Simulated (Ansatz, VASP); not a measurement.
## As: VASP beside Ansatz

INCAR

```
PREC = Accurate
ENCUT = 520
EDIFF = 1E-7
ISMEAR = -1
SIGMA = 0.05
LREAL = False
LASPH = True
NELM = 100
ALGO = Normal
ISIF = 2
LWAVE = False
LCHARG = False
NBANDS = 18
```

File KPOINTS:

```
Automatic mesh
0
Gamma
  8 8 6
```

POSCAR

```
As
1.0
    1.8250000000     -5.5000000000      0.0000000000
    1.8250000000      5.5000000000      0.0000000000
    0.0000000000      0.0000000000      4.4700000000
As
4
Direct
    0.3900000000      0.6100000000      0.5600000000
    0.8900000000      0.1100000000      0.9400000000
    0.6100000000      0.3900000000      0.4400000000
    0.1100000000      0.8900000000      0.0600000000
```

Contents of input.yaml:

```yaml
crystal:
  lattice:
    - [1.825, -5.5, 0.0]
    - [1.825, 5.5, 0.0]
    - [0.0, 0.0, 4.47]
  atoms:
    - { symbol: As, position: [0.39, 0.61, 0.56] }
    - { symbol: As, position: [0.89, 0.11, 0.94] }
    - { symbol: As, position: [0.61, 0.39, 0.44] }
    - { symbol: As, position: [0.11, 0.89, 0.06] }
kpoints:
  mp_grid: { grid: [8, 8, 6] }
  band_path:
    path:
      - [0.0, 0.0, 0.0]
      - [0.2775258264, 0.2775258264, 0.0]
      - [0.0, 0.5, 0.0]
      - [0.0, 0.5, 0.5]
      - [0.2775258264, 0.2775258264, 0.5]
      - [0.0, 0.0, 0.5]
      - [0.0, 0.0, 0.0]
      - [-0.5, 0.5, 0.0]
    npoints: 6
scf:
  occupations: { method: fermi_dirac, width: 0.05 }
hamiltonian:
  xc: lda
  pseudopotentials: { kind: all_electron, lapw: { basis_error: 0.002 } }
output:
  forces: true
  stress: true
  eigenvalues: true
```

Alike in both runs: functional LDA; k mesh 8 × 8 × 6; occupations fermi-dirac, width 0.05 eV; no spin polarisation.

```csv
,VASP,Ansatz
version,VASP 6.6.1,Ansatz 0.2.0
potentials or method,"VASP PAW LDA potentials, release 64 (As), cutoff 520 eV","all-electron LAPW, scalar-relativistic"
task,single point,band structure
```

```tsv
	VASP	Ansatz	Ansatz less VASP
pressure (GPa)	-1.5	-1.9	-0.39
traceless stress, the component that is largest in VASP (GPa)	-0.95	-0.92	+0.030
rms of the force components (eV/Å)	0.081	0.111	+0.0297
```

LDA's correlation is that of Perdew and Zunger in VASP and of Perdew and Wang (1992) in Ansatz. Atom by atom the forces differ by 0.045 eV/Å (rms over components). Ansatz ran all-electron here, and VASP with PAW potentials.
